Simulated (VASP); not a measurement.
# Au: single point with PBEsol

Au:

```
CELL_PARAMETERS angstrom
0.00000 2.04187 2.04187
2.04187 0.00000 2.04187
2.04187 2.04187 0.00000
ATOMIC_POSITIONS crystal
Au 0.00000 0.00000 0.00000
```

```
Program                : VASP 6.6.1
Task                   : single point
Functional             : PBEsol
Potentials or basis    : VASP PAW PBE potentials, release 64 (Au)
Cutoff                 : 520 eV
k mesh                 : 18 × 18 × 18
Occupations            : gaussian, width 0.1 eV
Spin                   : no spin polarisation
Dipole correction      : no
Further INCAR settings : ALGO = Fast; EDIFF = 1e-06; NBANDS = 12
```

```json
{
 "Pressure": "-0.2 GPa"
}
```

Levels at points of the mesh, in eV from the Fermi level:
| k point | band 2 | band 3 | band 4 | band 5 | band 6 | band 7 | band 8 | band 9 | band 10 | band 11 |
| --- | --- | --- | --- | --- | --- | --- | --- | --- | --- | --- |
| (0.00, 0.00, 0.00) | -4.65 | -4.65 | -4.65 | -3.12 | -3.12 | 14.53 | 18.53 | 18.53 | 18.53 | 23.40 |
| (0.50, 0.00, 0.00) | -4.69 | -4.69 | -1.91 | -1.91 | -1.00 | 3.09 | 13.97 | 17.13 | 17.13 | 24.93 |
| (0.50, 0.50, 0.00) | -6.73 | -1.96 | -1.59 | -1.59 | 0.98 | 5.78 | 9.99 | 9.99 | 17.20 | 19.83 |

It took 16 s on 1 thread of Intel(R) Xeon(R) Platinum 8481C CPU @ 2.70GHz (Sapphire Rapids), on a shared host, peak memory 0.16 GiB.

Caveat: the PAW data sets were made with another functional, which shifts forces and pressure a little; spin-orbit coupling is left out, which moves the levels of the heavy elements.
